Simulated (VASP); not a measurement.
Here is a VASP 6.6.1 calculation.

The input INCAR:

```
SYSTEM = AlRu
ALGO = Normal
EDIFF = 1E-6
ENCUT = 520
GGA = PS
ISIF = 2
ISMEAR = 0
LASPH = .TRUE.
LCHARG = .FALSE.
LREAL = .FALSE.
LWAVE = .FALSE.
NBANDS = 16
NELM = 100
PREC = Accurate
SIGMA = 0.1
```

KPOINTS

```
k-points
0
G
  14 14 14
  0 0 0
```

The input POSCAR:

```
AlRu
1.0
    2.9764078229      0.0000000000      0.0000000000
    0.0000000000      2.9764078229      0.0000000000
    0.0000000000      0.0000000000      2.9764078229
Al Ru
1 1
Direct
    0.0000000000      0.0000000000      0.0000000000
    0.5000000000      0.5000000000      0.5000000000
```

Potentials or basis: VASP PAW PBE potentials, release 64 (Al, Ru_pv).

Launch:

```console
$ cat potpaw_PBE.64/Al/POTCAR potpaw_PBE.64/Ru_pv/POTCAR > POTCAR
$ mpirun -np 1 vasp_std > vasp.out
```

**Question.** Estimate the pressure.

**Answer.** 0.0 GPa.

Caveat: the PAW data sets were made with another functional, which shifts forces and pressure a little.
